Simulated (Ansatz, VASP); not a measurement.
**Te: VASP beside Ansatz**

```
Te
1.0
     3.76866   -2.11917    0.00000
     3.76866    2.11917    0.00000
    -0.09302    0.00000    5.89532
Te
3
Cartesian
  0.0000 0.0000 0.0000
  2.3009 0.0000 1.9974
  5.1434 0.0000 3.8979
```

Alike in both runs: task single point; functional PBEsol; k mesh 7 × 7 × 5; occupations fermi-dirac, width 0.05 eV; no spin polarisation.

|  | VASP | Ansatz |
| --- | --- | --- |
| version | VASP 6.6.1 | Ansatz 0.2.0 |
| potentials or method | VASP PAW PBE potentials, release 64 (Te) | Ansatz PAW |
| plane-wave cutoff (eV) | 520 | 420 |
| valence electrons in the cell | 18 | 48 |

```tsv
	VASP	Ansatz	Ansatz less VASP
gap on the k mesh at the Fermi level (eV)	none	none	-
pressure (GPa)	0.3	0.2	-0.06
traceless stress, the component that is largest in VASP (GPa)	-0.30	-0.28	+0.020
rms of the force components (eV/Å)	0.103	0.098	-0.0054
```

VASP's potentials were made for PBE, not for PBEsol. Atom by atom the forces differ by 0.005 eV/Å (rms over components). A gap of «none» marks a metal or a gap that the smearing closes. With one functional, cell and mesh, what is left measures potentials, basis and numerics. VASP's potentials hold 18 valence electrons a cell and Ansatz's 48, so a difference there can come from the potentials and not from the codes.

Neither program's run includes spin-orbit coupling.
